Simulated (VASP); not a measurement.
Wanted: the native input for a VASP 6.6.1 run.

| Quantity | Value |
| --- | --- |
| Task | single point |
| Functional | r2SCAN |
| Potentials or basis | VASP PAW PBE potentials, release 64 (Y_sv, N, Lu) |
| Cutoff | 520 eV |
| k mesh | 6 × 6 × 4 |
| Occupations | fermi-dirac, width 0.02 eV |
| Spin | no spin polarisation |
| Dipole correction | no |
| Further INCAR settings | ALGO = Normal; EDIFF = 1e-06; NBANDS = 31 |

YLuN2:

```
Y N Lu
1.0
     3.33944    0.00000    0.00000
     0.00000    3.33944    0.00000
     0.00000    0.00000    4.72047
Y N Lu
1 2 1
Direct
  0.00000 0.00000 0.00000
  0.00000 0.00000 0.50000
  0.50000 0.50000 0.00000
  0.50000 0.50000 0.50000
```

This cell differs from its parent crystal: volume changed by -6%.

These files were run (other wordings do the same):

POSCAR

```
YLuN2
1.0
    3.3394449836      0.0000000000      0.0000000000
    0.0000000000      3.3394449836      0.0000000000
    0.0000000000      0.0000000000      4.7204669794
Y N Lu
1 2 1
Direct
    0.0000000000      0.0000000000      0.0000000000
    0.0000000000      0.0000000000      0.5000000000
    0.5000000000      0.5000000000      0.0000000000
    0.5000000000      0.5000000000      0.5000000000
```

INCAR.step1

```
PREC     = Accurate       # precision mode
ENCUT    = 520            # plane-wave cutoff, eV
ISMEAR   = -1             # smearing method
SIGMA    = 0.02           # smearing width, eV
LREAL    = False          # projectors in reciprocal space
LASPH    = True           # aspherical terms in the spheres
NELM     = 80             # most SCF steps
NBANDS   = 31             # bands
GGA      = PE             # functional
ALGO     = Normal         # electronic algorithm
EDIFF    = 1E-4           # SCF threshold, eV
LWAVE    = True           # write WAVECAR
LCHARG   = False          # write CHGCAR
```

INCAR.step2

```
PREC     = Accurate       # precision mode
ENCUT    = 520            # plane-wave cutoff, eV
EDIFF    = 1E-6           # SCF threshold, eV
ISMEAR   = -1             # smearing method
SIGMA    = 0.02           # smearing width, eV
LREAL    = False          # projectors in reciprocal space
LASPH    = True           # aspherical terms in the spheres
NELM     = 80             # most SCF steps
ALGO     = Normal         # electronic algorithm
ISIF     = 2              # what is computed and relaxed
LWAVE    = False          # write WAVECAR
LCHARG   = True           # write CHGCAR
METAGGA  = R2SCAN         # meta-GGA
LMIXTAU  = True         
LELF     = True           # ELF
LVHAR    = True         
NBANDS   = 31             # bands
ISTART   = 1
```

KPOINTS

```
Automatic mesh
0
Gamma
  6 6 4
```

Potentials or basis: VASP PAW PBE potentials, release 64 (Y_sv, N, Lu).

Run with:

```bash
$ cat potpaw_PBE.64/Y_sv/POTCAR potpaw_PBE.64/N/POTCAR potpaw_PBE.64/Lu/POTCAR > POTCAR
$ cp INCAR.step1 INCAR
$ mpirun -np 1 vasp_std > vasp.out
$ cp INCAR.step2 INCAR
$ mpirun -np 1 vasp_std > vasp.out
```

It gave:

```json
{
  "Pressure": "13.4 GPa",
  "Band gap on the k mesh": "0.26 eV, direct"
}
```

Caveat: the PAW data sets were made with another functional, which shifts forces and pressure a little; spin-orbit coupling is left out, which moves the levels of the heavy elements.

Run time: 6 min on 1 thread of AMD EPYC 7R43 64-Core Processor (Zen 3) (shared host), peak memory 0.18 GiB.
